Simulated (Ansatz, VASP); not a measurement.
**Two plane-wave programs on MgO**

```
CELL_PARAMETERS angstrom
0.00000 1.87006 2.10711
2.10711 0.00000 2.10711
2.10711 1.87006 0.00000
ATOMIC_POSITIONS crystal
Mg 0.00000 0.00000 0.00000
O 0.50000 0.50000 0.50000
```

Change from the starting cell: strain -0.1125 x Voigt [0, 1, 0, 0, 0, 0], atoms carried along.

Alike in both runs: task single point; functional PBEsol; k mesh 10 × 10 × 10; occupations gaussian, width 0.05 eV; no spin polarisation.

|  | VASP | Ansatz |
| --- | --- | --- |
| version | VASP 6.6.1 | Ansatz 0.2.0 |
| potentials or method | VASP PAW PBE potentials, release 64 (Mg, O), cutoff 520 eV | scalar-relativistic, plane waves, PAW |
| valence electrons in the cell | 8 | 16 |

|  | VASP | Ansatz | Ansatz less VASP |
| --- | --- | --- | --- |
| gap on the k mesh at the Fermi level (eV) | 5.62 | 5.62 | -0.006 |
| least direct gap on the mesh (eV) | 5.62 | 5.62 | -0.006 |
| pressure (GPa) | 31.1 | 31.1 | -0.08 |
| traceless stress, the component that is largest in VASP (GPa) | 37.58 | 36.90 | -0.673 |

VASP's potentials were made for PBE, not for PBEsol. Both programs put the cell under a high pressure, so it lies far from rest at this level. The functional is the same, so the differences come from potentials, cutoffs and numerics. VASP's potentials hold 8 valence electrons a cell and Ansatz's 16, so a difference there can come from the potentials and not from the codes.
